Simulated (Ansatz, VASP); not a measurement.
**One calculation of SrO, two programs**

File INCAR:

```
  ALGO = Normal
  EDIFF = 1E-6
  ENCUT = 520
  GGA = PE
  ISIF = 2
  ISMEAR = 0
  LASPH = True
  LCHARG = True
  LELF = True
  LREAL = False
  LVHAR = True
  LWAVE = False
  NBANDS = 24
  NELM = 100
  PREC = Accurate
  SIGMA = 0.05
```

KPOINTS

```
k-points
0
Gamma
  9 9 4
```

POSCAR

```
SrO
1.0
    3.5472592105      0.0000000000      0.0000000000
   -1.7736296053      3.0720165901      0.0000000000
    0.0000000000      0.0000000000      6.1908078759
Sr O
2 2
Direct
    0.3333333333      0.6666666667      0.2517315869
    0.6666666667      0.3333333333      0.7517315869
    0.0000000000      0.0000000000     -0.0094831953
    0.0000000000      0.0000000000      0.4905168047
```

Input for Ansatz:

```yaml
crystal:
  lattice:
    - [3.5472592105, 0.0, 0.0]
    - [-1.7736296053, 3.0720165901, 0.0]
    - [0.0, 0.0, 6.1908078759]
  atoms:
    - { symbol: Sr, position: [0.3333333333, 0.6666666667, 0.2517315869] }
    - { symbol: Sr, position: [0.6666666667, 0.3333333333, 0.7517315869] }
    - { symbol: O, position: [0.0, 0.0, -0.0094831953] }
    - { symbol: O, position: [0.0, 0.0, 0.4905168047] }
basis:
  ecutwfc: 520.0
kpoints:
  mp_grid: { grid: [9, 9, 4] }
hamiltonian:
  xc: pbe
scf:
  occupations: { method: gaussian, width: 0.05 }
output:
  forces: true
  stress: true
  eigenvalues: true
```

Change from the starting cell: mode 8 frozen in at -0.059 Å, equal normal strain along x, y and z -0.0083.

Alike in both runs: task single point; functional PBE; k mesh 9 × 9 × 4; occupations gaussian, width 0.05 eV; no spin polarisation.

|  | VASP | Ansatz |
| --- | --- | --- |
| version | VASP 6.6.1 | Ansatz 0.2.0 |
| potentials or method | VASP PAW PBE potentials, release 64 (Sr_sv, O), cutoff 520 eV | scalar-relativistic, plane waves, PAW |
| valence electrons in the cell | 32 | 32 |

VASP gave:

| Quantity | Value |
| --- | --- |
| gap on the k mesh at the Fermi level (eV) | 3.13 |
| least direct gap on the mesh (eV) | 3.14 |
| pressure (GPa) | 2.9 |
| traceless stress, the component that is largest in VASP (GPa) | 0.22 |
| rms of the force components (eV/Å) | 0.100 |

Which values does Ansatz return?

gap on the k mesh at the Fermi level (eV): 3.14; least direct gap on the mesh (eV): 3.14; pressure (GPa): 2.3; traceless stress, the component that is largest in VASP (GPa): 0.23; rms of the force components (eV/Å): 0.093.

Atom by atom the forces differ by 0.006 eV/Å (rms over components).
